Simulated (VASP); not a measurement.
# Mg (P6_3/mmc) in VASP: further runs

The runs below take Mg through single point, with PBE.

Everything below comes from runs of VASP 6.6.1. Logs are shortened: lines on timing, memory, paths and dates and some standing lists are left out, and cuts for length are marked.

## (1) The cell of the first run

It takes space group P6_3/mmc (No. 194, hexagonal). The conventional cell has a = 3.209 Å, b = 3.209 Å, c = 5.210 Å, α = 90.00°, β = 90.00°, γ = 120.00°. Within 4.2 Å of Mg (site symmetry -6m2) lie 12 Mg at 3.20 to 3.21 Å.

## (2) Single point, PBE

Input file INCAR:

```
SYSTEM = Mg
ALGO = Normal
EDIFF = 1E-6
ENCUT = 520
GGA = PE
ISIF = 2
ISMEAR = 1
LASPH = .True.
LCHARG = .True.
LELF = .True.
LREAL = .False.
LVHAR = .True.
LWAVE = .False.
NBANDS = 9
NELM = 80
PREC = Accurate
SIGMA = 0.1
```

Input file KPOINTS:

```
k-points
0
Gamma
  10 10 6
  0 0 0
```

Input file POSCAR:

```
Mg
1.0
    3.2093000000      0.0000000000      0.0000000000
   -1.6046500000      2.7793350000      0.0000000000
    0.0000000000      0.0000000000      5.2103000000
Mg
2
Direct
    0.3333333333      0.6666666667      0.2500000000
    0.6666666667      0.3333333333      0.7500000000
```

Potentials or basis: VASP PAW PBE potentials, release 64 (Mg).

Started as:

```console
$ cat potpaw_PBE.64/Mg/POTCAR > POTCAR
$ mpirun -np 1 vasp_std > vasp.out
```

OUTCAR:

```text
SYSTEM = Mg
   EDIFF = 1E-6
   ENCUT = 520
   GGA = PE
   ISIF = 2
   ISMEAR = 1
   LASPH = .True.
   LREAL = .False.
   NELM = 80
   PREC = Accurate

 ion  position               nearest neighbor table
   1  0.333  0.667  0.250-   2 3.20   2 3.20   2 3.20   2 3.20   2 3.20   2 3.20
   2  0.667  0.333  0.750-   1 3.20   1 3.20   1 3.20   1 3.20   1 3.20   1 3.20

  LATTYP: Found a hexagonal cell.
 ALAT       =     3.2093000000
 C/A-ratio  =     1.6235004518

  Lattice vectors:

 A1 = (   3.2093000000,   0.0000000000,   0.0000000000)
 A2 = (  -1.6046500000,   2.7793350000,   0.0000000000)
 A3 = (   0.0000000000,   0.0000000000,   5.2103000000)

Analysis of symmetry for initial positions (statically):
=====================================================================
 Subroutine PRICEL returns:
 Original cell was already a primitive cell.

 Routine SETGRP: Setting up the symmetry group for a
 hexagonal supercell.

 Subroutine GETGRP returns: Found 24 space group operations
 (whereof 12 operations were pure point group operations)
 out of a pool of 24 trial point group operations.

The static configuration has the point symmetry D_3d.
 The point group associated with its full space group is D_6h.

Analysis of symmetry for dynamics (positions and initial velocities):
=====================================================================
 Subroutine PRICEL returns:
 Original cell was already a primitive cell.

 Routine SETGRP: Setting up the symmetry group for a
 hexagonal supercell.

 Subroutine GETGRP returns: Found 24 space group operations
 (whereof 12 operations were pure point group operations)
 out of a pool of 24 trial point group operations.

The dynamic configuration has the point symmetry D_3d.
 The point group associated with its full space group is D_6h.

 Subroutine INISYM returns: Found 24 space group operations
 (whereof 12 operations are pure point group operations),
 and found     1 'primitive' translations

----------------------------------------------------------------------------------------

                                     Primitive cell

  volume of cell :      46.4744

  direct lattice vectors                    reciprocal lattice vectors
     3.209300000  0.000000000  0.000000000     0.311594429  0.179899149  0.000000000
    -1.604650000  2.779335000  0.000000000     0.000000000  0.359798297  0.000000000
     0.000000000  0.000000000  5.210300000     0.000000000  0.000000000  0.191927528

  length of vectors
     3.209300000  3.209299716  5.210300000     0.359798265  0.359798297  0.191927528

  position of ions in fractional coordinates (direct lattice)
     0.333333333  0.666666667  0.250000000
     0.666666667  0.333333333  0.750000000

  ion indices of the primitive-cell ions
   primitive index   ion index
                 1           1
                 2           2

----------------------------------------------------------------------------------------

 KPOINTS: k-points

Automatic generation of k-mesh.
 Grid dimensions read from file:
 generate k-points for:   10   10    6

 Generating k-lattice:

  Cartesian coordinates                     Fractional coordinates (reciprocal lattice)
     0.031159443  0.017989915  0.000000000     0.100000000 -0.000000000  0.000000000
     0.000000000  0.035979830  0.000000000     0.000000000  0.100000000  0.000000000
     0.000000000  0.000000000  0.031987921     0.000000000  0.000000000  0.166666667

  Length of vectors
     0.035979827  0.035979830  0.031987921

  Shift w.r.t. Gamma in fractional coordinates (k-lattice)
     0.000000000  0.000000000  0.000000000

 Subroutine IBZKPT returns following result:
 ===========================================

 Found     56 irreducible k-points:

 Following reciprocal coordinates:
            Coordinates               Weight
  0.000000  0.000000  0.000000      1.000000
  0.100000 -0.000000  0.000000      6.000000
  0.200000 -0.000000  0.000000      6.000000
  0.300000  0.000000  0.000000      6.000000
  0.400000  0.000000  0.000000      6.000000
  0.500000  0.000000  0.000000      3.000000
[... 16 lines left out ...]
  0.300000  0.100000  0.166667     24.000000
  0.400000  0.100000  0.166667     24.000000
 [... further k-points ...]
   k-points           NKPTS =     56   k-points in BZ     NKDIM =     56   number of bands    NBANDS=      9
   number of dos      NEDOS =    301   number of ions     NIONS =      2
   total plane-waves  NPLWV =  23040
   dimension x,y,z NGX =    24 NGY =   24 NGZ =   40
   dimension x,y,z NGXF=    48 NGYF=   48 NGZF=   80
   ions per type =               2
   NGX,Y,Z   is equivalent  to a cutoff of  12.43, 12.43, 12.76 a.u.
   NGXF,Y,Z  is equivalent  to a cutoff of  24.86, 24.86, 25.53 a.u.
 SYSTEM =  Mg
   PREC   = accura    normal or accurate (medium, high low for compatibility)
   ISTART =      0    job   : 0-new  1-cont  2-samecut
   ICHARG =      2    charge: 1-file 2-atom 10-const
   ISPIN  =      1    spin polarized calculation?
   LNONCOLLINEAR =      F non collinear calculations
   LSORBIT =      F    spin-orbit coupling
   LASPH  =      T    aspherical Exc in radial PAW
   ENCUT  =  520.0 eV  38.22 Ry    6.18 a.u.   5.97  5.97  9.69*2*pi/ulx,y,z
   NELM   =     80;   NELMIN=  2; NELMDL= -5     # of ELM steps
   EDIFF  = 0.1E-05   stopping-criterion for ELM
   LREAL  =      F    real-space projection
   EDIFFG = 0.1E-04   stopping-criterion for IOM
   NSW    =      0    number of steps for IOM
   IBRION =     -1    ionic relax: 0-MD 1-quasi-New 2-CG
   NFREE  =      0    steps in history (QN), initial steepest desc. (CG)
   ISIF   =      2    stress and relaxation
   ISYM   =      2    0-nonsym 1-usesym 2-fastsym
   POTIM  = 0.5000    time-step for ionic-motion
   TEBEG  =    0.0;   TEEND  =   0.0 temperature during run
   PSTRESS=    0.0 pullay stress
   NELECT =       4.0000    total number of electrons
   NUPDOWN=      -1.0000    fix difference up-down
   EMIN   =  10.00;   EMAX   =-10.00  energy-range for DOS
   EFERMI =   0.00;   METHOD = LEGACY
   ISMEAR =     1;   SIGMA  =   0.10  broadening in eV -4-tet -1-fermi 0-gaus
   EFERMI_NEDOS =   21; number of points for ismear=-14 and -15
   IALGO  =     38    algorithm
   IMIX   =      4    mixing-type and parameters
     AMIX     =   0.40;   BMIX     =  1.00
     AMIX_MAG =   1.60;   BMIX_MAG =  1.00
  volume/ion in A,a.u.               =      23.24       156.81
  Fermi-wavevector in a.u.,A,eV,Ry     =   0.722809  1.365911  7.108401  0.522453
  Thomas-Fermi vector in A             =   1.812866
   LORBIT       =      0    0 simple, 1 ext, 2 COOP (PROOUT), +10 PAW based schemes
   GGA     = PE    functional components
   LHFCALC =     F    Hartree Fock is set to
   AEXX    =    0.0000 exact exchange contribution
   IVDW    =     0    specifies the selected vdW correction
   LEPSILON=     F    determine dielectric tensor
   LRPA    =     F    only Hartree local field effects (RPA)
 non-spin polarized calculation
 Methfessel and Paxton  Order N= 1 SIGMA  =   0.10
  energy-cutoff  :      520.00
  volume of cell :       46.47
 maximum number of plane-waves:      1276
 NGX is ok and might be reduce to    24
   NGX = 11   NGY = 11   NGZ = 19

 number of electron       4.0000000 magnetization

 Free energy of the ion-electron system (eV)
  ---------------------------------------------------
  ext. energy  EPLUGINS =         0.00000000
  ---------------------------------------------------
  free energy    TOTEN  =        -3.00663588 eV

  energy without entropy =       -3.00546890  energy(sigma->0) =       -3.00624689

 E-fermi :   2.6795     XC(G=0):  -8.4532

 val. band max:        2.6738518340   @ k =   0.4000   0.2000   0.5000
 cond. band min:       2.7124444024   @ k =   0.3000   0.3000   0.1667
 fundamental gap:      0.0385925683
 Fermi energy:         2.6795083406

 k-point     1 :       0.0000    0.0000    0.0000
  band No.  band energies     occupation
      1      -4.3089      2.00000
      2       0.9073      2.00000
      3       1.3283      2.00000
      4      13.4396      0.00000
      5      13.4396      0.00000
      6      13.5282      0.00000
      7      13.5282      0.00000
      8      14.3315      0.00000
      9      15.8815      0.00000

 k-point     2 :       0.1000   -0.0000    0.0000
  band No.  band energies     occupation
      1      -4.1137      2.00000
      2       1.0859      2.00000
      3       1.5181      2.00000
      4      10.6593      0.00000
      5      12.0079      0.00000
      6      12.8099      0.00000
      7      15.1981      0.00000
      8      15.2151      0.00000
      9      15.3357      0.00000

 k-point     3 :       0.2000   -0.0000    0.0000
  band No.  band energies     occupation
      1      -3.5305      2.00000
      2       1.6223      2.00000
      3       2.0764      2.00000
      4       7.7062      0.00000
      5      10.8586      0.00000
      6      11.3334      0.00000
      7      12.4075      0.00000
      8      13.5613      0.00000
      9      15.3942      0.00000

 k-point     4 :       0.3000    0.0000    0.0000
  band No.  band energies     occupation
      1      -2.5663      2.00000
      2       2.5173      2.04409
      3       2.9243     -0.00291
      4       5.1014      0.00000
      5       9.6801      0.00000
      6       9.7302      0.00000
      7      10.0394      0.00000
      8      11.9144      0.00000
      9      14.4773      0.00000
[... 205 lines left out ...]
 k-point    22 :       0.2000    0.1000    0.1667
  band No.  band energies     occupation
      1      -2.7986      2.00000
      2       0.7758      2.00000
      3       4.2324     -0.00000
      4       6.6159      0.00000
      5       8.3110      0.00000
      6      10.0291      0.00000
      7      11.6621      0.00000
      8      13.1632      0.00000
      9      13.8240      0.00000

 k-point    23 :       0.3000    0.1000    0.1667
  band No.  band energies     occupation
      1      -1.6516      2.00000
      2       1.8519      2.00000
      3       3.9083     -0.00000
      4       5.4804      0.00000
      5       7.0962      0.00000
      6       8.0877      0.00000
      7      10.6475      0.00000
      8      11.3668      0.00000
      9      13.3202      0.00000

 k-point    24 :       0.4000    0.1000    0.1667
  band No.  band energies     occupation
      1      -0.1460      2.00000
      2       1.6685      2.00000
      3       3.4291     -0.00000
      4       5.1620      0.00000
      5       6.5869      0.00000
      6       7.5918      0.00000
      7       9.0057      0.00000
      8      10.8065      0.00000
      9      12.9840      0.00000

 [... further k-points ...]
[... 5 lines left out ...]
  --------------------------------------------------------------------------------------
  -------------------------------------------------------------------------------------
  Total       -0.2211674     -0.2211673      0.1032844      0.0000000      0.0000000      0.0000000
  in kB       -7.6246118     -7.6246100      3.5606667      0.0000000      0.0000000      0.0000000
  external PRESSURE =      -3.8961850 kB  Pullay stress =       0.0000000 kB

 VOLUME and BASIS-vectors are now :
 -----------------------------------------------------------------------------
  energy-cutoff  :      520.00
  volume of cell :       46.47
      direct lattice vectors                 reciprocal lattice vectors
     3.209300000  0.000000000  0.000000000     0.311594429  0.179899149  0.000000000
    -1.604650000  2.779335000  0.000000000     0.000000000  0.359798297  0.000000000
     0.000000000  0.000000000  5.210300000     0.000000000  0.000000000  0.191927528

 POSITION                                       TOTAL-FORCE (eV/Angst)
 -----------------------------------------------------------------------------------
     -0.00000      1.85289      1.30258        -0.000000      0.000000      0.000000
      1.60465      0.92644      3.90773         0.000000      0.000000      0.000000
 -----------------------------------------------------------------------------------
    total drift:                                0.000000     -0.000000      0.000000

  FREE ENERGIE OF THE ION-ELECTRON SYSTEM (eV)
  ---------------------------------------------------
  free  energy   TOTEN  =        -3.0066358768 eV

  energy  without entropy=       -3.0054689048  energy(sigma->0) =       -3.00624689
```

It took 23 s on 1 thread of Intel Xeon 8259CL, shared host; peak memory 0.17 GiB.

Results:

| Property | Result |
| --- | --- |
| Free energy | -3.0066 eV |
| Pressure | -0.4 GPa |
| Band gap on the k mesh | zero (bands 2 and 3 overlap by 1.91 eV) |

## (3) Single point, PBE

This run uses another cell than the first one, of 23.93 Å³/atom.

Input file INCAR:

```
SYSTEM = Mg
  PREC = Accurate
  ENCUT = 520
  EDIFF = 1E-7
  ISMEAR = 1
  SIGMA = 0.1
  LREAL = .False.
  LASPH = .True.
  NELM = 100
  ALGO = Normal
  ISIF = 2
  LWAVE = .False.
  LCHARG = .True.
  GGA = PE
  LELF = .True.
  LVHAR = .True.
  NBANDS = 9
```

Input file KPOINTS:

```
Automatic mesh
0
Gamma
  10 10 6
  0 0 0
```

Input file POSCAR:

```
Mg
1.0
    3.2410773142      0.0000000000      0.0000000000
   -1.6205386571      2.8068549581      0.0000000000
    0.0000000000      0.0000000000      5.2618904839
Mg
2
Direct
    0.3333333333      0.6666666667      0.2500000000
    0.6666666667      0.3333333333      0.7500000000
```

Potentials or basis: VASP PAW PBE potentials, release 64 (Mg).

Started as:

```console
$ cat potpaw_PBE.64/Mg/POTCAR > POTCAR
$ mpirun -np 1 vasp_std > vasp.out
```

OUTCAR:

```text
SYSTEM = Mg
   PREC = Accurate
   ENCUT = 520
   EDIFF = 1E-7
   ISMEAR = 1
   LREAL = .False.
   LASPH = .True.
   NELM = 100
   ISIF = 2
   GGA = PE

 ion  position               nearest neighbor table
   1  0.333  0.667  0.250-   2 3.23   2 3.23   2 3.23   2 3.23   2 3.23   2 3.23
   2  0.667  0.333  0.750-   1 3.23   1 3.23   1 3.23   1 3.23   1 3.23   1 3.23

  LATTYP: Found a hexagonal cell.
 ALAT       =     3.2410773142
 C/A-ratio  =     1.6235004518

  Lattice vectors:

 A1 = (   3.2410773142,   0.0000000000,   0.0000000000)
 A2 = (  -1.6205386571,   2.8068549581,   0.0000000000)
 A3 = (   0.0000000000,   0.0000000000,   5.2618904839)

Analysis of symmetry for initial positions (statically):
=====================================================================
 Subroutine PRICEL returns:
 Original cell was already a primitive cell.

 Routine SETGRP: Setting up the symmetry group for a
 hexagonal supercell.

 Subroutine GETGRP returns: Found 24 space group operations
 (whereof 12 operations were pure point group operations)
 out of a pool of 24 trial point group operations.

The static configuration has the point symmetry D_3d.
 The point group associated with its full space group is D_6h.
[... 163 lines left out ...]

 val. band max:        2.5085454978   @ k =   0.4000   0.2000   0.5000
 cond. band min:       2.5584124194   @ k =   0.3000   0.3000   0.1667
 fundamental gap:      0.0498669216
 Fermi energy:         2.5287830080

 k-point     1 :       0.0000    0.0000    0.0000
  band No.  band energies     occupation
      1      -4.3341      2.00000
      2       0.8054      2.00000
      3       1.1754      2.00000
      4      13.1190      0.00000
      5      13.1190      0.00000
      6      13.1487      0.00000
      7      13.1487      0.00000
      8      14.0120      0.00000
      9      15.4613      0.00000
[... 265 lines left out ...]
 k-point    24 :       0.4000    0.1000    0.1667
  band No.  band energies     occupation
      1      -0.2486      2.00000
      2       1.5378      2.00000
      3       3.2603     -0.00000
      4       4.9681      0.00000
      5       6.3808      0.00000
      6       7.3343      0.00000
      7       8.6919      0.00000
      8      10.5029      0.00000
      9      12.6074      0.00000

 [... further k-points ...]
[... 5 lines left out ...]
  --------------------------------------------------------------------------------------
  -------------------------------------------------------------------------------------
  Total       -0.5129708     -0.5129707     -0.1750180      0.0000000      0.0000000      0.0000000
  in kB      -17.1692801    -17.1692761     -5.8579020      0.0000000      0.0000000      0.0000000
  external PRESSURE =     -13.3988194 kB  Pullay stress =       0.0000000 kB

 VOLUME and BASIS-vectors are now :
 -----------------------------------------------------------------------------
  energy-cutoff  :      520.00
  volume of cell :       47.87
      direct lattice vectors                 reciprocal lattice vectors
     3.241077314  0.000000000  0.000000000     0.308539385  0.178135318  0.000000000
    -1.620538657  2.806854958  0.000000000     0.000000000  0.356270636  0.000000000
     0.000000000  0.000000000  5.261890484     0.000000000  0.000000000  0.190045765

 POSITION                                       TOTAL-FORCE (eV/Angst)
 -----------------------------------------------------------------------------------
     -0.00000      1.87124      1.31547         0.000000      0.000000      0.000000
      1.62054      0.93562      3.94642        -0.000000     -0.000000      0.000000
 -----------------------------------------------------------------------------------
    total drift:                                0.000000     -0.000000      0.000000

  FREE ENERGIE OF THE ION-ELECTRON SYSTEM (eV)
  ---------------------------------------------------
  free  energy   TOTEN  =        -2.9990167588 eV

  energy  without entropy=       -2.9984702840  energy(sigma->0) =       -2.99883460
```

OSZICAR:

```text
N       E                     dE             d eps       ncg     rms          rms(c)
DAV:   1    -0.291562211652E+00   -0.29156E+00   -0.13185E+03  1008   0.316E+02
DAV:   2    -0.297615509302E+01   -0.26846E+01   -0.25775E+01  1350   0.269E+01
DAV:   3    -0.301214619722E+01   -0.35991E-01   -0.35776E-01  1361   0.265E+00
DAV:   4    -0.301224764021E+01   -0.10144E-03   -0.10144E-03  1287   0.140E-01
DAV:   5    -0.301224818208E+01   -0.54187E-06   -0.54167E-06  1305   0.989E-03    0.946E-01
DAV:   6    -0.300637988205E+01    0.58683E-02   -0.73352E-04  1151   0.205E-01    0.607E-01
DAV:   7    -0.299900462913E+01    0.73753E-02   -0.28899E-03  1060   0.358E-01    0.344E-02
DAV:   8    -0.299901852122E+01   -0.13892E-04   -0.19422E-05  1410   0.259E-02    0.769E-03
DAV:   9    -0.299901710304E+01    0.14182E-05   -0.12634E-06  1099   0.537E-03    0.586E-04
DAV:  10    -0.299901683325E+01    0.26979E-06   -0.55777E-09   894   0.449E-04    0.175E-04
DAV:  11    -0.299901675884E+01    0.74406E-07   -0.86114E-10   588   0.195E-04
   1 F= -.29990168E+01 E0= -.29988346E+01  d E =-.546475E-03
```

Wall time 22 s (1 thread of Intel Xeon 8259CL, shared host); peak memory 0.16 GiB.

Results:

```
Free energy            : -2.9990 eV
Pressure               : -1.3 GPa
Band gap on the k mesh : zero (bands 2 and 3 overlap by 1.92 eV)
```

(Part 1 of 2 ends here.)
